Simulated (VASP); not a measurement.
NaCl, 2 atoms in the cell. It takes space group Fm-3m (No. 225, cubic). Conventional cell: a = 5.696 Å, b = 5.696 Å, c = 5.696 Å, α = 90.00°, β = 90.00°, γ = 90.00°. Na (site symmetry m-3m) has 6 Cl at 2.85 Å within 3.8 Å. Cl (site symmetry m-3m) has 6 Na at 2.85 Å within 3.8 Å. 

* Program: VASP 6.6.1
* Task: single point
* Functional: PBE
* Potentials or basis: VASP PAW PBE potentials, release 64 (Na_pv, Cl)
* Cutoff: 520 eV
* k mesh: 6 × 6 × 6
* Occupations: gaussian, width 0.05 eV
* Spin: no spin polarisation
* Dipole correction: no
* Further INCAR settings: ALGO = Normal; EDIFF = 1e-06; NBANDS = 14

Potentials or basis: VASP PAW PBE potentials, release 64 (Na_pv, Cl).

Command:

```bash
$ cat potpaw_PBE.64/Na_pv/POTCAR potpaw_PBE.64/Cl/POTCAR > POTCAR
$ mpirun -np 1 vasp_std > vasp.out
```

Hardware: 1 thread of Intel(R) Xeon(R) 6975P-C (Granite Rapids), on a shared host.

Task: Estimate the wall time of this run.

Result: Run time: 4.9 s on 1 thread of Intel(R) Xeon(R) 6975P-C (Granite Rapids), on a shared host, peak memory 0.15 GiB. Counts: scf iterations 12, k points 16.
